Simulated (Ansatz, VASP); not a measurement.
AlN in VASP and in Ansatz

```xyz
4
Lattice="3.1130 0.0000 0.0000 -1.5565 2.6959 0.0000 0.0000 0.0000 4.9810" Properties=species:S:1:pos:R:3 pbc="T T T"
Al    1.5565    0.8986    2.4905
Al    0.0000    1.7973    0.0000
N     1.5565    0.8986    4.3833
N     0.0000    1.7973    1.8928
```

Alike in both runs: task single point; functional PBE-based screened hybrid with a share of 0.5 of exact exchange and HFSCREEN = 0.2; k mesh 5 × 5 × 3; occupations fermi-dirac, width 0.05 eV; no spin polarisation.

|  | VASP | Ansatz |
| --- | --- | --- |
| version | VASP 6.6.1 | Ansatz 0.2.0 |
| potentials or method | VASP PAW PBE potentials, release 64 (Al, N) | Ansatz PAW |
| plane-wave cutoff (eV) | 520 | 420 |
| valence electrons in the cell | 16 | 16 |

Ansatz gave:

| Item | Value |
| --- | --- |
| gap on the k mesh at the Fermi level (eV) | 7.07 |
| least direct gap on the mesh (eV) | 7.07 |
| pressure (GPa) | -6.5 |
| traceless stress, the component that is largest in VASP (GPa) | 0.89 |
| rms of the force components (eV/Å) | 0.076 |

Problem. Estimate VASP's values.

Solution. gap on the k mesh at the Fermi level (eV): 7.02; least direct gap on the mesh (eV): 7.02; pressure (GPa): -6.9; traceless stress, the component that is largest in VASP (GPa): 1.07; rms of the force components (eV/Å): 0.072.

VASP's potentials were made for PBE, not for PBE-based screened hybrid. Atom by atom the forces differ by 0.004 eV/Å (rms over components). The functional is the same, so the differences come from potentials, cutoffs and numerics.

The k mesh is coarse, so the values compare programs but aren't converged. Noted on Ansatz's run: odd divisions of the mesh miss points on the zone boundary, where band edges often lie, so the gap on the mesh can be too wide.
